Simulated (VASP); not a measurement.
# RbHg (Fd-3m) in VASP: notebook, part 2 of 2

VASP 6.6.1. The steps go on from the part before.

## 5. Relaxation of cell and atoms, PBE

The input, INCAR:

```
SYSTEM = RbHg
PREC = Accurate
ENCUT = 600
EDIFF = 1E-6
ISMEAR = 0
SIGMA = 0.1
LREAL = .False.
LASPH = .True.
NELM = 80
ALGO = Fast
ISIF = 3
LWAVE = .False.
LCHARG = .False.
GGA = PE
IBRION = 2
NSW = 100
EDIFFG = -0.01
```

The input, KPOINTS:

```
Automatic mesh
0
Gamma
  10 10 10
  0 0 0
```

The input, POSCAR:

```
RbHg
1.0
    0.0000000000      4.1005243300      4.1005243300
    4.1005243300      0.0000000000      4.1005243300
    4.1005243300      4.1005243300      0.0000000000
Rb Hg
2 2
Direct
    0.5000000000      0.5000000000      0.5000000000
    0.7500000000      0.7500000000      0.7500000000
    0.0000000000      0.0000000000      0.0000000000
    0.2500000000      0.2500000000      0.2500000000
```

Potentials or basis: VASP PAW PBE potentials, release 64 (Rb_sv, Hg).

Launch:

```console
> cat potpaw_PBE.64/Rb_sv/POTCAR potpaw_PBE.64/Hg/POTCAR > POTCAR
> mpirun -np 1 vasp_std > vasp.out
```

OUTCAR:

```text
SYSTEM = RbHg
   PREC = Accurate
   ENCUT = 600
   EDIFF = 1E-6
   ISMEAR = 0
   LREAL = .False.
   LASPH = .True.
   NELM = 80
   ISIF = 3
   GGA = PE
   IBRION = 2
   NSW = 100
   EDIFFG = -0.01

 ion  position               nearest neighbor table
   1  0.500  0.500  0.500-   2 3.55   4 3.55   4 3.55   4 3.55   4 3.55   2 3.55   2 3.55   2 3.55
                             3 4.10   3 4.10   3 4.10   3 4.10   3 4.10   3 4.10
   2  0.750  0.750  0.750-   1 3.55   3 3.55   1 3.55   1 3.55   1 3.55   3 3.55   3 3.55   3 3.55
                             4 4.10   4 4.10   4 4.10   4 4.10   4 4.10   4 4.10
   3  0.000  0.000  0.000-   2 3.55   4 3.55   2 3.55   2 3.55   2 3.55   4 3.55   4 3.55   4 3.55
                             1 4.10   1 4.10   1 4.10   1 4.10   1 4.10   1 4.10
   4  0.250  0.250  0.250-   1 3.55   3 3.55   3 3.55   3 3.55   3 3.55   1 3.55   1 3.55   1 3.55
                             2 4.10   2 4.10   2 4.10   2 4.10   2 4.10   2 4.10

  LATTYP: Found a face centered cubic cell.
 ALAT       =     8.2010486600

  Lattice vectors:

 A1 = (   0.0000000000,   4.1005243300,   4.1005243300)
 A2 = (   4.1005243300,   0.0000000000,   4.1005243300)
 A3 = (   4.1005243300,   4.1005243300,   0.0000000000)

Analysis of symmetry for initial positions (statically):
=====================================================================
[... 188 lines left out ...]
  -------------------------------------------------------------------------------------
  Total        1.9939450      1.9939450      1.9939450     -0.0000000      0.0000000      0.0000000
  in kB       23.1673084     23.1673084     23.1673084     -0.0000000      0.0000000      0.0000000
  external PRESSURE =      23.1673084 kB  Pullay stress =       0.0000000 kB
[... 139 lines left out ...]
--------------------------------------- Ionic step        5  -------------------------------------------

 number of electron      41.9999998 magnetization

 Free energy of the ion-electron system (eV)
  ---------------------------------------------------
  ext. energy  EPLUGINS =         0.00000000
  ---------------------------------------------------
  free energy    TOTEN  =        -2.74444686 eV

  energy without entropy =       -2.72996129  energy(sigma->0) =       -2.73720407

 E-fermi :   1.3668     XC(G=0):  -7.7241

 val. band max:        1.3403319518   @ k =  -0.2000   0.1000   0.0000
 cond. band min:       1.3679750729   @ k =  -0.3000   0.4000   0.1000
 fundamental gap:      0.0276431211
 Fermi energy:         1.3667680312

 k-point     1 :       0.0000    0.0000    0.0000
  band No.  band energies     occupation
      1     -27.4113      2.00000
      2     -27.3240      2.00000
      3     -11.6277      2.00000
      4     -11.6277      2.00000
      5     -11.6277      2.00000
      6     -11.3470      2.00000
[... 661 lines left out ...]
     24       2.7382      0.00000
     25       4.1184      0.00000

 [... further k-points ...]

------------------------ aborting loop because EDIFF is reached ----------------------------------------

  FORCE on cell =-STRESS in cart. coord.  units (eV):
  Direction    XX          YY          ZZ          XY          YZ          ZX
  --------------------------------------------------------------------------------------
  -------------------------------------------------------------------------------------
  Total        0.0010328      0.0010328      0.0010328      0.0000000     -0.0000000      0.0000000
  in kB        0.0095991      0.0095991      0.0095991      0.0000000     -0.0000000      0.0000000
  external PRESSURE =       0.0095991 kB  Pullay stress =       0.0000000 kB
[... 19 lines left out ...]
  FREE ENERGIE OF THE ION-ELECTRON SYSTEM (eV)
  ---------------------------------------------------
  free  energy   TOTEN  =        -2.7444468554 eV

  energy  without entropy=       -2.7299612934  energy(sigma->0) =       -2.73720407

 reached required accuracy - stopping structural energy minimisation
```

CONTCAR:

```text
RbHg
   1.00000000000000
    -0.0000000000000000    4.4172886229515536    4.4172886229515536
     4.4172886229515536    0.0000000000000000    4.4172886229515536
     4.4172886229515536    4.4172886229515536    0.0000000000000000
  Rb              Hg
     2     2
Direct
     0.5000000000000000    0.5000000000000000    0.5000000000000000
     0.7500000000000000    0.7500000000000000    0.7500000000000000
     0.0000000000000000    0.0000000000000000    0.0000000000000000
     0.2500000000000000    0.2500000000000000    0.2500000000000000

  0.00000000E+00  0.00000000E+00  0.00000000E+00
  0.00000000E+00  0.00000000E+00  0.00000000E+00
  0.00000000E+00  0.00000000E+00  0.00000000E+00
  0.00000000E+00  0.00000000E+00  0.00000000E+00
```

It took 30 min on 1 thread of Oxide Virtual Turin-like, shared host; peak memory 0.43 GiB.

What came out:

```yaml
Free_energy: -2.7444 eV
Relaxed_volume: 43.10 Å³/atom
Relaxed_cell: a = 6.247 Å, b = 6.247 Å, c = 6.247 Å, α = 60.00°, β = 60.00°, γ = 60.00°
Space_group_after_relaxing_to_0.05_Å: Fd-3m (No. 227)
Energy_gained_by_relaxing: 49.1 meV/atom
Ionic_steps: 5
Pressure_after_relaxing: 0.0 GPa
Band_gap_on_the_k_mesh: zero (band 21 reaches 2.35 eV, above the bottom of band 22 at 0.97 eV)
```

Step by step:
```csv
step,energy change (eV),largest force (eV/Å),pressure (GPa),volume (Å³)
1,0.0000,0.0000,2.32,137.89
2,-0.1125,0.0000,1.29,148.08
3,-0.1885,0.0000,0.33,164.05
4,-0.1962,0.0000,0.06,170.58
5,-0.1965,0.0000,0.00,172.38
```

Final structure:
```
Rb Hg
1.0
     0.00000    4.41729    4.41729
     4.41729    0.00000    4.41729
     4.41729    4.41729    0.00000
Rb Hg
2 2
Direct
  0.50000 0.50000 0.50000
  0.75000 0.75000 0.75000
  0.00000 0.00000 0.00000
  0.25000 0.25000 0.25000
```

Caveat: the volume moved by over 15 % at a fixed basis, so the end points are rough; spin-orbit coupling is left out, which moves the levels of the heavy elements.

## 6. Summary

```tsv
task	cell	k mesh	cutoff (eV)	gap on the mesh (eV)	pressure (GPa)
single point	a = 5.799 Å, angles 60.0°, 4 atoms	4 × 4 × 4	520	none	1.8
single point	a = 6.240 Å, angles 60.0°, 4 atoms	10 × 10 × 10	520	none	0.0
relaxation of cell and atoms	relaxed from a = 5.799 Å, angles 60.0°, 4 atoms	10 × 10 × 10	600	none	0.0
```

Alike in all rows: level PBE; potentials or basis VASP PAW PBE potentials, release 64 (Rb_sv, Hg); no spin polarisation; smearing gaussian 0.1 eV.

Caveats: spin-orbit coupling is left out, which moves the levels of the heavy elements; the volume moved by over 15 % at a fixed basis, so the end points are rough (some runs).

Total energies depend on the potentials used, so only differences within one code and one set of settings carry meaning.
